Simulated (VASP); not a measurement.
# NiO (Fm-3m) in VASP: a series of runs

The runs below take NiO through single point, with PBE.

All numbers are computed with VASP 6.6.1; they aren't measurements. Logs are shortened: lines on timing, memory, paths and dates and some standing lists are left out, and cuts for length are marked.

### Step 1. The cell of the first run

Symmetry: Fm-3m, No. 225, cubic system. The conventional cell has a = 4.105 Å, b = 4.105 Å, c = 4.105 Å, α = 90.00°, β = 90.00°, γ = 90.00°. Within 2.7 Å of Ni (site symmetry m-3m) lie 6 O at 2.05 Å. O (site symmetry m-3m) has 6 Ni at 2.05 Å within 2.7 Å.

### Step 2. Single point, PBE, collinear spin, ferromagnetic start (8.64 Å³/atom)

INCAR

```
SYSTEM = NiO
ALGO = Normal
EDIFF = 1E-6
ENCUT = 520
GGA = PE
ISIF = 2
ISMEAR = -1
ISPIN = 2
LASPH = .True.
LCHARG = .False.
LMAXMIX = 4
LORBIT = 11
LREAL = .False.
LWAVE = .False.
MAGMOM = 2 0
NBANDS = 19
NELM = 150
PREC = Accurate
SIGMA = 0.05
```

KPOINTS

```
k-points
0
Gamma
  19 19 19
  0 0 0
```

POSCAR

```
NiO
1.0
    0.0000000000      2.0522622853      2.0522622853
    2.0522622853      0.0000000000      2.0522622853
    2.0522622853      2.0522622853      0.0000000000
Ni O
1 1
Direct
    0.0000000000      0.0000000000      0.0000000000
    0.5000000000      0.5000000000      0.5000000000
```

Potentials or basis: VASP PAW PBE potentials, release 64 (Ni, O).

On the command line:

```bash
cat potpaw_PBE.64/Ni/POTCAR potpaw_PBE.64/O/POTCAR > POTCAR
mpirun -np 1 vasp_std > vasp.out
```

OUTCAR:

```text
SYSTEM = NiO
   EDIFF = 1E-6
   ENCUT = 520
   GGA = PE
   ISIF = 2
   ISMEAR = -1
   ISPIN = 2
   LASPH = .True.
   LORBIT = 11
   LREAL = .False.
   NELM = 150
   PREC = Accurate

 ion  position               nearest neighbor table
   1  0.000  0.000  0.000-   2 2.05   2 2.05   2 2.05   2 2.05   2 2.05   2 2.05
   2  0.500  0.500  0.500-   1 2.05   1 2.05   1 2.05   1 2.05   1 2.05   1 2.05

  LATTYP: Found a face centered cubic cell.
 ALAT       =     4.1045245706

  Lattice vectors:

 A1 = (   0.0000000000,   2.0522622853,   2.0522622853)
 A2 = (   2.0522622853,   0.0000000000,   2.0522622853)
 A3 = (   2.0522622853,   2.0522622853,   0.0000000000)

Analysis of symmetry for initial positions (statically):
=====================================================================
 Subroutine PRICEL returns:
 Original cell was already a primitive cell.

 Routine SETGRP: Setting up the symmetry group for a
 face centered cubic supercell.

 Subroutine GETGRP returns: Found 48 space group operations
 (whereof 48 operations were pure point group operations)
 out of a pool of 48 trial point group operations.

The static configuration has the point symmetry O_h .

Analysis of symmetry for dynamics (positions and initial velocities):
=====================================================================
 Subroutine PRICEL returns:
 Original cell was already a primitive cell.

 Routine SETGRP: Setting up the symmetry group for a
 face centered cubic supercell.

 Subroutine GETGRP returns: Found 48 space group operations
 (whereof 48 operations were pure point group operations)
 out of a pool of 48 trial point group operations.

The dynamic configuration has the point symmetry O_h .

Analysis of structural, dynamic, and magnetic symmetry:
=====================================================================
 Subroutine PRICEL returns:
 Original cell was already a primitive cell.

 Routine SETGRP: Setting up the symmetry group for a
 face centered cubic supercell.

 Subroutine GETGRP returns: Found 48 space group operations
 (whereof 48 operations were pure point group operations)
 out of a pool of 48 trial point group operations.

The overall configuration has the point symmetry O_h .

 Subroutine INISYM returns: Found 48 space group operations
 (whereof 48 operations are pure point group operations),
 and found     1 'primitive' translations

----------------------------------------------------------------------------------------

                                     Primitive cell

  volume of cell :      17.2874

  direct lattice vectors                    reciprocal lattice vectors
     0.000000000  2.052262285  2.052262285    -0.243633576  0.243633576  0.243633576
     2.052262285  0.000000000  2.052262285     0.243633576 -0.243633576  0.243633576
     2.052262285  2.052262285  0.000000000     0.243633576  0.243633576 -0.243633576

  length of vectors
     2.902337157  2.902337157  2.902337157     0.421985733  0.421985733  0.421985733

  position of ions in fractional coordinates (direct lattice)
     0.000000000  0.000000000  0.000000000
     0.500000000  0.500000000  0.500000000

  ion indices of the primitive-cell ions
   primitive index   ion index
                 1           1
                 2           2

----------------------------------------------------------------------------------------

 KPOINTS: k-points

Automatic generation of k-mesh.
 Grid dimensions read from file:
 generate k-points for:   19   19   19

 Generating k-lattice:

  Cartesian coordinates                     Fractional coordinates (reciprocal lattice)
    -0.012822820  0.012822820  0.012822820     0.052631579  0.000000000  0.000000000
     0.012822820 -0.012822820  0.012822820     0.000000000  0.052631579  0.000000000
     0.012822820  0.012822820 -0.012822820     0.000000000  0.000000000  0.052631579

  Length of vectors
     0.022209775  0.022209775  0.022209775

  Shift w.r.t. Gamma in fractional coordinates (k-lattice)
     0.000000000  0.000000000  0.000000000

 Subroutine IBZKPT returns following result:
 ===========================================

 Found    220 irreducible k-points:

 Following reciprocal coordinates:
            Coordinates               Weight
  0.000000  0.000000  0.000000      1.000000
  0.052632  0.000000  0.000000      8.000000
  0.105263  0.000000  0.000000      8.000000
  0.157895  0.000000  0.000000      8.000000
  0.210526  0.000000  0.000000      8.000000
  0.263158  0.000000  0.000000      8.000000
[... 16 lines left out ...]
 -0.315789  0.052632  0.000000     24.000000
 -0.263158  0.052632  0.000000     24.000000
 [... further k-points ...]
   k-points           NKPTS =    220   k-points in BZ     NKDIM =    220   number of bands    NBANDS=     19
   number of dos      NEDOS =    301   number of ions     NIONS =      2
   total plane-waves  NPLWV =  13824
   dimension x,y,z NGX =    24 NGY =   24 NGZ =   24
   dimension x,y,z NGXF=    48 NGYF=   48 NGZF=   48
   ions per type =               1   1
   NGX,Y,Z   is equivalent  to a cutoff of  13.75, 13.75, 13.75 a.u.
   NGXF,Y,Z  is equivalent  to a cutoff of  27.49, 27.49, 27.49 a.u.
 SYSTEM =  NiO
   PREC   = accura    normal or accurate (medium, high low for compatibility)
   ISTART =      0    job   : 0-new  1-cont  2-samecut
   ICHARG =      2    charge: 1-file 2-atom 10-const
   ISPIN  =      2    spin polarized calculation?
   LNONCOLLINEAR =      F non collinear calculations
   LSORBIT =      F    spin-orbit coupling
   LASPH  =      T    aspherical Exc in radial PAW
   ENCUT  =  520.0 eV  38.22 Ry    6.18 a.u.   5.40  5.40  5.40*2*pi/ulx,y,z
   NELM   =    150;   NELMIN=  2; NELMDL= -5     # of ELM steps
   EDIFF  = 0.1E-05   stopping-criterion for ELM
   LREAL  =      F    real-space projection
   EDIFFG = 0.1E-04   stopping-criterion for IOM
   NSW    =      0    number of steps for IOM
   IBRION =     -1    ionic relax: 0-MD 1-quasi-New 2-CG
   NFREE  =      0    steps in history (QN), initial steepest desc. (CG)
   ISIF   =      2    stress and relaxation
   ISYM   =      2    0-nonsym 1-usesym 2-fastsym
   POTIM  = 0.5000    time-step for ionic-motion
   TEBEG  =    0.0;   TEEND  =   0.0 temperature during run
   PSTRESS=    0.0 pullay stress
   NELECT =      16.0000    total number of electrons
   NUPDOWN=      -1.0000    fix difference up-down
   EMIN   =  10.00;   EMAX   =-10.00  energy-range for DOS
   EFERMI =   0.00;   METHOD = LEGACY
   ISMEAR =    -1;   SIGMA  =   0.05  broadening in eV -4-tet -1-fermi 0-gaus
   EFERMI_NEDOS =   21; number of points for ismear=-14 and -15
   IALGO  =     38    algorithm
   IMIX   =      4    mixing-type and parameters
     AMIX     =   0.40;   BMIX     =  1.00
     AMIX_MAG =   1.60;   BMIX_MAG =  1.00
  volume/ion in A,a.u.               =       8.64        58.33
  Fermi-wavevector in a.u.,A,eV,Ry     =   1.595409  3.014885 34.631303  2.545329
  Thomas-Fermi vector in A             =   2.693332
   LORBIT       =     11    0 simple, 1 ext, 2 COOP (PROOUT), +10 PAW based schemes
   GGA     = PE    functional components
   LHFCALC =     F    Hartree Fock is set to
   AEXX    =    0.0000 exact exchange contribution
   IVDW    =     0    specifies the selected vdW correction
   LEPSILON=     F    determine dielectric tensor
   LRPA    =     F    only Hartree local field effects (RPA)
 spin polarized calculation
  energy-cutoff  :      520.00
  volume of cell :       17.29
 maximum number of plane-waves:       485
 NGX is ok and might be reduce to    24
   NGX = 11   NGY = 11   NGZ = 11

 number of electron      15.9999989 magnetization       1.5278705

 Free energy of the ion-electron system (eV)
  ---------------------------------------------------
  ext. energy  EPLUGINS =         0.00000000
  ---------------------------------------------------
  free energy    TOTEN  =       -11.41919677 eV

  energy without entropy =      -11.40824427  energy(sigma->0) =      -11.41372052

 E-fermi :   8.7503     XC(G=0): -12.9899

 val. band max:        8.7434500997   @ k =   0.4737   0.2105   0.1053
 cond. band min:       8.7517494094   @ k =  -0.4737   0.2105   0.1053
 fundamental gap:      0.0082993097
 Fermi energy:         8.7503201410

 spin component 1

 k-point     1 :       0.0000    0.0000    0.0000
  band No.  band energies     occupation
      1     -12.2258      1.00000
      2       5.4291      1.00000
      3       5.4291      1.00000
      4       5.4291      1.00000
      5       5.6641      1.00000
      6       5.6642      1.00000
[... 11 lines left out ...]
     18      35.3125      0.00000
     19      35.3125      0.00000
[... 485 lines left out ...]
 k-point    24 :      -0.2632    0.0526    0.0000
  band No.  band energies     occupation
      1     -11.3697      1.00000
      2       1.6695      1.00000
      3       3.0415      1.00000
      4       3.2655      1.00000
      5       6.4256      1.00000
      6       6.4389      1.00000
[... 11 lines left out ...]
     18      40.2605      0.00000
     19      41.3868      0.00000

 [... further k-points ...]

 spin component 2

 k-point     1 :       0.0000    0.0000    0.0000
  band No.  band energies     occupation
      1     -11.8633      1.00000
      2       5.8531      1.00000
      3       5.8531      1.00000
      4       5.8531      1.00000
      5       6.7266      1.00000
      6       6.7268      1.00000
[... 11 lines left out ...]
     18      35.8567      0.00000
     19      35.8569      0.00000
[... 485 lines left out ...]
 k-point    24 :      -0.2632    0.0526    0.0000
  band No.  band energies     occupation
      1     -10.9862      1.00000
      2       2.0463      1.00000
      3       4.0063      1.00000
      4       4.0941      1.00000
      5       7.2414      1.00000
      6       7.4108      1.00000
[... 11 lines left out ...]
     18      40.6823      0.00000
     19      41.8789      0.00000

 [... further k-points ...]

------------------------ aborting loop because EDIFF is reached ----------------------------------------

  FORCE on cell =-STRESS in cart. coord.  units (eV):
  Direction    XX          YY          ZZ          XY          YZ          ZX
  --------------------------------------------------------------------------------------
  -------------------------------------------------------------------------------------
  Total        1.6551776      1.6551776      1.6551776     -0.0000000      0.0000000      0.0000000
  in kB      153.4004382    153.4004382    153.4004382     -0.0000000      0.0000000      0.0000000
  external PRESSURE =     153.4004382 kB  Pullay stress =       0.0000000 kB

 VOLUME and BASIS-vectors are now :
 -----------------------------------------------------------------------------
  energy-cutoff  :      520.00
  volume of cell :       17.29
      direct lattice vectors                 reciprocal lattice vectors
     0.000000000  2.052262285  2.052262285    -0.243633576  0.243633576  0.243633576
     2.052262285  0.000000000  2.052262285     0.243633576 -0.243633576  0.243633576
     2.052262285  2.052262285  0.000000000     0.243633576  0.243633576 -0.243633576

 POSITION                                       TOTAL-FORCE (eV/Angst)
 -----------------------------------------------------------------------------------
      0.00000      0.00000      0.00000         0.000000      0.000000     -0.000000
      2.05226      2.05226      2.05226         0.000000      0.000000      0.000000
 -----------------------------------------------------------------------------------
    total drift:                                0.000000     -0.000000     -0.000000

  FREE ENERGIE OF THE ION-ELECTRON SYSTEM (eV)
  ---------------------------------------------------
  free  energy   TOTEN  =       -11.4191967698 eV

  energy  without entropy=      -11.4082442679  energy(sigma->0) =      -11.41372052

 total charge

# of ion       s       p       d       tot
------------------------------------------
    1        0.349   0.445   8.305   9.099
    2        1.559   3.441   0.000   5.000
--------------------------------------------------
tot          1.908   3.886   8.305  14.099

 magnetization (x)

# of ion       s       p       d       tot
------------------------------------------
    1        0.012   0.015   1.244   1.271
    2        0.028   0.192   0.000   0.221
--------------------------------------------------
tot          0.040   0.208   1.244   1.492
```

It took 78 s on 1 thread of AMD EPYC 9R45 (Zen 5), shared host; peak memory 0.2 GiB.

What came out:

```yaml
Free_energy: -11.4192 eV
Pressure: 15.3 GPa
Net_moment: 1.53 μB per cell
Site_moments: Ni +1.27; O +0.22 μB
Valence_electrons_inside_the_program's_atomic_spheres: Ni 9.10; O 5.00
```

Caveat: the cell stands under pressure; a cell with one magnetic atom can't hold antiferromagnetic order, which such compounds often take; semilocal functionals often make such compounds metallic where correlation or magnetic order opens a gap, which also shifts bond lengths.

(Continued in part 2 of 2.)
